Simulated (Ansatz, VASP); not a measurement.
## One calculation of CdF2, two programs

Contents of POSCAR:

```
CdF2
1.0
    0.0000000000      2.6131800000      2.6131800000
    2.6131800000      0.0000000000      2.6131800000
    2.6131800000      2.6131800000      0.0000000000
Cd F
1 2
Direct
    0.0000000000      0.0000000000      0.0000000000
    0.2500000000      0.2500000000      0.2500000000
    0.7500000000      0.7500000000      0.7500000000
```

The input INCAR.step1:

```
PREC = Accurate ; ENCUT = 770
ISMEAR = 0 ; SIGMA = 0.05
LREAL = F ; LASPH = T
NELM = 120 ; NBANDS = 24
GGA = PE ; ALGO = Normal
EDIFF = 1E-5 ; LWAVE = T
LCHARG = F ; GGA_COMPAT = F
```

INCAR.step2

```
PREC = Accurate ; ENCUT = 770
EDIFF = 1E-6 ; ISMEAR = 0
SIGMA = 0.05 ; LREAL = F
LASPH = T ; NELM = 120
ALGO = Normal ; ISIF = 2
LWAVE = F ; LCHARG = F
METAGGA = R2SCAN ; LMIXTAU = T
NBANDS = 24 ; ISTART = 1
GGA_COMPAT = F
```

File KPOINTS:

```
regular mesh
0
Gamma
  8 8 8
```

Input for Ansatz:

```yaml
crystal:
  lattice:
    - [0.0, 2.61318, 2.61318]
    - [2.61318, 0.0, 2.61318]
    - [2.61318, 2.61318, 0.0]
  atoms:
    - { symbol: Cd, position: [0.0, 0.0, 0.0] }
    - { symbol: F, position: [0.25, 0.25, 0.25] }
    - { symbol: F, position: [0.75, 0.75, 0.75] }
basis:
  ecutwfc: 500
kpoints:
  mp_grid: { grid: [8, 8, 8] }
hamiltonian:
  xc: r2scan
scf:
  occupations: { method: gaussian, width: 0.05 }
output:
  forces: true
  stress: true
  eigenvalues: true
```

Change from the starting cell: strain -0.030 along x and y, -0.030 along z, atoms carried along.

Alike in both runs: task single point; functional r2SCAN; k mesh 8 × 8 × 8; occupations gaussian, width 0.05 eV; no spin polarisation.

|  | VASP | Ansatz |
| --- | --- | --- |
| version | VASP 6.6.1 | Ansatz 0.2.0 |
| potentials or method | VASP PAW PBE potentials, release 64 (Cd_sv_GW, F), cutoff 770 eV | scalar-relativistic, plane waves, PAW |
| valence electrons in the cell | 34 | 34 |

|  | VASP | Ansatz | Ansatz less VASP |
| --- | --- | --- | --- |
| gap on the k mesh at the Fermi level (eV) | 4.13 | 4.13 | +0.005 |
| least direct gap on the mesh (eV) | 4.51 | 4.51 | -0.001 |
| pressure (GPa) | 12.4 | 12.9 | +0.46 |

VASP's potentials were made for PBE, not for r2SCAN. With one functional, cell and mesh, what is left measures potentials, basis and numerics.
